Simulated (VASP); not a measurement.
# ErH4 (I4/mmm) in VASP: single point with PBE

Aim: the single point of ErH4 with PBE.

All numbers are computed with VASP 6.6.1; they aren't measurements. Logs are shortened: lines on timing, memory, paths and dates and some standing lists are left out, and cuts for length are marked.

## (1) The cell of the first run

It takes space group I4/mmm (No. 139, tetragonal). Conventional cell: a = 3.557 Å, b = 3.557 Å, c = 5.727 Å, α = 90.00°, β = 90.00°, γ = 90.00°. Within 3.0 Å of Er (site symmetry 4/mmm) lie 18 H at 2.28 to 2.56 Å. H (site symmetry -4m2) has 12 H at 2.02 to 2.61 Å and 4 Er at 2.28 Å within 2.7 Å. Within 1.3 Å of H (site symmetry 4mm) lie 1 H at 0.95 Å.

## (2) Single point, PBE

POSCAR

```
ErH4
1.0
   -1.7783095753      1.7783095753      2.8633720733
    1.7783095753     -1.7783095753      2.8633720733
    1.7783095753      1.7783095753     -2.8633720733
Er H
1 4
Direct
    0.0000000000      0.0000000000      0.0000000000
    0.7500000000      0.2500000000      0.5000000000
    0.2500000000      0.7500000000      0.5000000000
    0.4169425838      0.4169425838      0.0000000000
    0.5830574162      0.5830574162      0.0000000000
```

INCAR.step1

```
PREC = Accurate
ENCUT = 400
EDIFF = 1E-6
ISMEAR = 0
SIGMA = 0.1
LREAL = False
LASPH = True
NELM = 200
ALGO = Normal
ISIF = 2
LWAVE = False
LCHARG = True
LMAXMIX = 6
GGA = PE
NBANDS = 14
GGA_COMPAT = False
NEDOS = 2001
LORBIT = 11
```

KPOINTS.step1

```
Automatic mesh
0
Gamma
  14 14 14
```

INCAR.step2

```
PREC = Accurate
ENCUT = 400
EDIFF = 1E-6
ISMEAR = -5
SIGMA = 0.1
LREAL = False
LASPH = True
NELM = 200
ALGO = Normal
ISIF = 2
LWAVE = False
LCHARG = False
LMAXMIX = 6
GGA = PE
LORBIT = 11
NEDOS = 1001
ICHARG = 11
GGA_COMPAT = False
```

KPOINTS.step2

```
Automatic mesh
0
Gamma
  21 21 21
```

Potentials or basis: VASP PAW PBE potentials, release 64 (Er_3, H), 4f in core.

The run is started by

```
$ cat potpaw_PBE.64/Er_3/POTCAR potpaw_PBE.64/H/POTCAR > POTCAR
$ cp INCAR.step1 INCAR
$ cp KPOINTS.step1 KPOINTS
$ mpirun -np 1 vasp_std > vasp.out
$ cp INCAR.step2 INCAR
$ cp KPOINTS.step2 KPOINTS
$ mpirun -np 1 vasp_std > vasp.out
```

OUTCAR:

```text
PREC = Accurate
   ENCUT = 400
   EDIFF = 1E-6
   ISMEAR = -5
   LREAL = False
   LASPH = True
   NELM = 200
   ISIF = 2
   GGA = PE
   LORBIT = 11
   ICHARG = 11

 ion  position               nearest neighbor table
   1  0.000  0.000  0.000-   2 2.28   3 2.28   2 2.28   3 2.28   2 2.28   3 2.28   2 2.28   3 2.28

   2  0.750  0.250  0.500-   1 2.28   1 2.28   1 2.28   1 2.28
   3  0.250  0.750  0.500-   1 2.28   1 2.28   1 2.28   1 2.28
   4  0.417  0.417  0.000-
   5  0.583  0.583  0.000-

  LATTYP: Found a body centered tetragonal cell.
 ALAT       =     3.5566191506
 C/A-ratio  =     1.6101651327

  Lattice vectors:

 A1 = (  -1.7783095753,   1.7783095753,   2.8633720733)
 A2 = (   1.7783095753,  -1.7783095753,   2.8633720733)
 A3 = (   1.7783095753,   1.7783095753,  -2.8633720733)

Analysis of symmetry for initial positions (statically):
=====================================================================
 Subroutine PRICEL returns:
 Original cell was already a primitive cell.

 Routine SETGRP: Setting up the symmetry group for a
 body centered tetragonal supercell.

 Subroutine GETGRP returns: Found 16 space group operations
 (whereof 16 operations were pure point group operations)
 out of a pool of 16 trial point group operations.

The static configuration has the point symmetry D_4h.

Analysis of symmetry for dynamics (positions and initial velocities):
=====================================================================
 Subroutine PRICEL returns:
 Original cell was already a primitive cell.

 Routine SETGRP: Setting up the symmetry group for a
 body centered tetragonal supercell.

 Subroutine GETGRP returns: Found 16 space group operations
 (whereof 16 operations were pure point group operations)
 out of a pool of 16 trial point group operations.

The dynamic configuration has the point symmetry D_4h.

 Subroutine INISYM returns: Found 16 space group operations
 (whereof 16 operations are pure point group operations),
 and found     1 'primitive' translations

----------------------------------------------------------------------------------------

                                     Primitive cell

  volume of cell :      36.2203

  direct lattice vectors                    reciprocal lattice vectors
    -1.778309575  1.778309575  2.863372073     0.000000000  0.281165893  0.174619291
     1.778309575 -1.778309575  2.863372073     0.281165893  0.000000000  0.174619291
     1.778309575  1.778309575 -2.863372073     0.281165893  0.281165893  0.000000000

  length of vectors
     3.810993246  3.810993246  3.810993246     0.330977576  0.330977576  0.397628619

  position of ions in fractional coordinates (direct lattice)
     0.000000000  0.000000000  0.000000000
     0.750000000  0.250000000  0.500000000
     0.250000000  0.750000000  0.500000000
     0.416942584  0.416942584  0.000000000
     0.583057416  0.583057416  0.000000000

  ion indices of the primitive-cell ions
   primitive index   ion index
                 1           1
                 2           2
                 3           3
                 4           4
                 5           5

----------------------------------------------------------------------------------------

 KPOINTS: Automatic mesh

Automatic generation of k-mesh.
 Grid dimensions read from file:
 generate k-points for:   21   21   21

 Generating k-lattice:

  Cartesian coordinates                     Fractional coordinates (reciprocal lattice)
     0.000000000  0.013388852  0.008315204     0.047619048  0.000000000  0.000000000
     0.013388852  0.000000000  0.008315204     0.000000000  0.047619048  0.000000000
     0.013388852  0.013388852  0.000000000     0.000000000  0.000000000  0.047619048

  Length of vectors
     0.015760837  0.015760837  0.018934696

  Shift w.r.t. Gamma in fractional coordinates (k-lattice)
     0.000000000  0.000000000  0.000000000

 TETIRR: Found  11769 inequivalent tetrahedra from    55566

 Subroutine IBZKPT returns following result:
 ===========================================

 Found    726 irreducible k-points:

 Following reciprocal coordinates:
            Coordinates               Weight
  0.000000  0.000000  0.000000      1.000000
  0.047619 -0.000000  0.000000      8.000000
  0.095238  0.000000 -0.000000      8.000000
  0.142857  0.000000  0.000000      8.000000
  0.190476  0.000000 -0.000000      8.000000
  0.238095  0.000000 -0.000000      8.000000
[... 16 lines left out ...]
 -0.428571  0.047619  0.000000     16.000000
 -0.380952  0.047619  0.000000     16.000000
 [... further k-points ...]
   k-points           NKPTS =    726   k-points in BZ     NKDIM =    726   number of bands    NBANDS=     10
   number of dos      NEDOS =   1001   number of ions     NIONS =      5
   total plane-waves  NPLWV =  21952
   dimension x,y,z NGX =    28 NGY =   28 NGZ =   28
   dimension x,y,z NGXF=    56 NGYF=   56 NGZF=   56
   ions per type =               1   4
   NGX,Y,Z   is equivalent  to a cutoff of  12.21, 12.21, 12.21 a.u.
   NGXF,Y,Z  is equivalent  to a cutoff of  24.43, 24.43, 24.43 a.u.
 SYSTEM =  unknown system
   PREC   = accura    normal or accurate (medium, high low for compatibility)
   ISTART =      0    job   : 0-new  1-cont  2-samecut
   ICHARG =     11    charge: 1-file 2-atom 10-const
   ISPIN  =      1    spin polarized calculation?
   LNONCOLLINEAR =      F non collinear calculations
   LSORBIT =      F    spin-orbit coupling
   LASPH  =      T    aspherical Exc in radial PAW
   ENCUT  =  400.0 eV  29.40 Ry    5.42 a.u.   6.21  6.21  6.21*2*pi/ulx,y,z
   NELM   =    200;   NELMIN=  2; NELMDL=  0     # of ELM steps
   EDIFF  = 0.1E-05   stopping-criterion for ELM
   LREAL  =      F    real-space projection
   EDIFFG = 0.1E-04   stopping-criterion for IOM
   NSW    =      0    number of steps for IOM
   IBRION =     -1    ionic relax: 0-MD 1-quasi-New 2-CG
   NFREE  =      0    steps in history (QN), initial steepest desc. (CG)
   ISIF   =      2    stress and relaxation
   ISYM   =      2    0-nonsym 1-usesym 2-fastsym
   POTIM  = 0.5000    time-step for ionic-motion
   TEBEG  =    0.0;   TEEND  =   0.0 temperature during run
   PSTRESS=    0.0 pullay stress
   NELECT =      13.0000    total number of electrons
   NUPDOWN=      -1.0000    fix difference up-down
   EMIN   =  10.00;   EMAX   =-10.00  energy-range for DOS
   EFERMI =   0.00;   METHOD = LEGACY
   ISMEAR =    -5;   SIGMA  =   0.10  broadening in eV -4-tet -1-fermi 0-gaus
   EFERMI_NEDOS =   21; number of points for ismear=-14 and -15
   IALGO  =     38    algorithm
   IMIX   =      4    mixing-type and parameters
     AMIX     =   0.40;   BMIX     =  1.00
     AMIX_MAG =   1.60;   BMIX_MAG =  1.00
  volume/ion in A,a.u.               =       7.24        48.89
  Fermi-wavevector in a.u.,A,eV,Ry     =   1.163425  2.198555 18.416275  1.353558
  Thomas-Fermi vector in A             =   2.299975
   LORBIT       =     11    0 simple, 1 ext, 2 COOP (PROOUT), +10 PAW based schemes
   GGA     = PE    functional components
   LHFCALC =     F    Hartree Fock is set to
   AEXX    =    0.0000 exact exchange contribution
   IVDW    =     0    specifies the selected vdW correction
   LEPSILON=     F    determine dielectric tensor
   LRPA    =     F    only Hartree local field effects (RPA)
 non-spin polarized calculation
 Fermi weights with tetrahedron method with Bloechl corrections
  energy-cutoff  :      400.00
  volume of cell :       36.22
 maximum number of plane-waves:       673
 NGX is ok and might be reduce to    28

 number of electron      13.0000001 magnetization

 Free energy of the ion-electron system (eV)
  ---------------------------------------------------
  ext. energy  EPLUGINS =         0.00000000
  ---------------------------------------------------
  free energy    TOTEN  =       -18.59268670 eV

  energy without entropy =      -18.59268670  energy(sigma->0) =      -18.59268670

 E-fermi :   4.5840     XC(G=0): -10.7752

 val. band max:        4.6058425933   @ k =  -0.1905   0.0952   0.0476
 cond. band min:       4.5843851715   @ k =   0.4762   0.3810  -0.0000
 fundamental gap:     -0.0214574218
 Fermi energy:         4.5839760051

 k-point     1 :       0.0000    0.0000    0.0000
  band No.  band energies     occupation
      1     -20.7974      2.00000
      2     -20.7974      2.00000
      3     -20.6823      2.00000
      4      -7.6094      2.00000
      5       2.0177      2.00000
      6       2.6380      2.00000
      7       4.2910      2.03439
      8       5.1848      0.00000
      9       5.1863      0.00000
     10       6.7160      0.00000

 k-point     2 :       0.0476   -0.0000    0.0000
  band No.  band energies     occupation
      1     -20.8069      2.00000
      2     -20.7977      2.00000
      3     -20.6858      2.00000
      4      -7.5639      2.00000
      5       1.9491      2.00000
      6       2.4096      2.00000
      7       4.3837      2.05267
      8       5.2135      0.00000
      9       5.3072      0.00000
     10       6.4800      0.00000
[... 274 lines left out ...]
 k-point    24 :      -0.3810    0.0476    0.0000
  band No.  band energies     occupation
      1     -21.1815      2.00000
      2     -20.8168      2.00000
      3     -20.7651      2.00000
      4      -5.4003      2.00000
      5      -1.8898      2.00000
      6       1.3632      2.00000
      7       3.5094      2.00000
      8       5.3381      0.00000
      9       7.4587      0.00000
     10       8.0180      0.00000

 [... further k-points ...]

------------------------ aborting loop because EDIFF is reached ----------------------------------------

  FORCE on cell =-STRESS in cart. coord.  units (eV):
  Direction    XX          YY          ZZ          XY          YZ          ZX
  --------------------------------------------------------------------------------------
  -------------------------------------------------------------------------------------
  Total       -0.1773780     -0.1773780      0.0367839      0.0000000     -0.0000000      0.0000000
  in kB       -7.8461716     -7.8461716      1.6271049      0.0000000     -0.0000000      0.0000000
  external PRESSURE =      -4.6884127 kB  Pullay stress =       0.0000000 kB

 VOLUME and BASIS-vectors are now :
 -----------------------------------------------------------------------------
  energy-cutoff  :      400.00
  volume of cell :       36.22
      direct lattice vectors                 reciprocal lattice vectors
    -1.778309575  1.778309575  2.863372073     0.000000000  0.281165893  0.174619291
     1.778309575 -1.778309575  2.863372073     0.281165893  0.000000000  0.174619291
     1.778309575  1.778309575 -2.863372073     0.281165893  0.281165893  0.000000000

 POSITION                                       TOTAL-FORCE (eV/Angst)
 -----------------------------------------------------------------------------------
      0.00000      0.00000      0.00000         0.000000      0.000000     -0.000000
     -0.00000      1.77831      1.43169         0.000000      0.000000     -0.000000
      1.77831     -0.00000      1.43169         0.000000      0.000000      0.000000
      0.00000      0.00000      2.38772        -0.000000     -0.000000     -0.030613
      0.00000      0.00000      3.33902        -0.000000     -0.000000      0.030613
 -----------------------------------------------------------------------------------
    total drift:                               -0.000000     -0.000000      0.000000

  FREE ENERGIE OF THE ION-ELECTRON SYSTEM (eV)
  ---------------------------------------------------
  free  energy   TOTEN  =       -18.5926867018 eV

  energy  without entropy=      -18.5926867018  energy(sigma->0) =      -18.59268670

 total charge

# of ion       s       p       d       tot
------------------------------------------
    1        0.304   6.698   1.328   8.330
    2        0.542   0.008   0.000   0.550
    3        0.542   0.008   0.000   0.550
    4        0.524   0.026   0.000   0.550
    5        0.524   0.026   0.000   0.550
--------------------------------------------------
tot          2.436   6.767   1.328  10.531
```

Wall time 3.9 min (1 thread of Intel Xeon 6975P-C (Granite Rapids), shared host); peak memory 0.33 GiB.

What came out:

| Property | Result |
| --- | --- |
| Valence electrons inside the program's atomic spheres | Er 8.33; H 0.55 |

Levels at points of the mesh, in eV from the Fermi level:
```
           k point  band 2  band 3  band 4  band 5  band 6  band 7  band 8  band 9  band 10
(0.00, 0.00, 0.00)  -25.38  -25.27  -12.19   -2.57   -1.95   -0.29    0.60    0.60     2.13
```

Caveat: spin-orbit coupling is left out, which moves the levels of the heavy elements; the 4f electrons are frozen in the core, so they carry no moment and show no levels; tetrahedron occupations give inexact forces and stress in metals. Spin polarisation is off, so any magnetic state and its effect on volume and gap are missing.
